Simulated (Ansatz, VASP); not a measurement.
## Two plane-wave programs on Au2S3

```
S Au
1.0
     2.83038    1.63412    3.91420
    -2.83038    1.63412    3.91420
     0.00000   -3.26824    3.91420
S Au
3 2
Cartesian
  0.0000 -1.6341 1.9571
  1.4152 0.8171 1.9571
  -1.4152 0.8171 1.9571
  0.0000 0.0000 0.0000
  0.0000 0.0000 5.8713
```

Alike in both runs: functional PBE; k mesh 3 × 3 × 3; occupations gaussian, width 0.15 eV; no spin polarisation.

Ansatz relaxed the structure, and its values are those at the end. VASP's run is a single point on that final structure, the one shown.

|  | VASP | Ansatz |
| --- | --- | --- |
| version | VASP 6.6.1 | Ansatz 0.2.0 |
| potentials or method | VASP PAW PBE potentials, release 64 (S, Au), cutoff 500 eV | scalar-relativistic, plane waves, PAW |
| valence electrons in the cell | 40 | 56 |

|  | VASP | Ansatz | Ansatz less VASP |
| --- | --- | --- | --- |
| gap on the k mesh at the Fermi level (eV) | none | none | - |
| pressure (GPa) | -0.2 | 0.0 | +0.16 |

A gap of «none» marks a metal or a gap that the smearing closes. With one functional, cell and mesh, what is left measures potentials, basis and numerics. VASP's potentials hold 40 valence electrons a cell and Ansatz's 56, so a difference there can come from the potentials and not from the codes.

The k mesh is coarse, so the values compare programs but aren't converged. Neither program's run includes spin-orbit coupling.
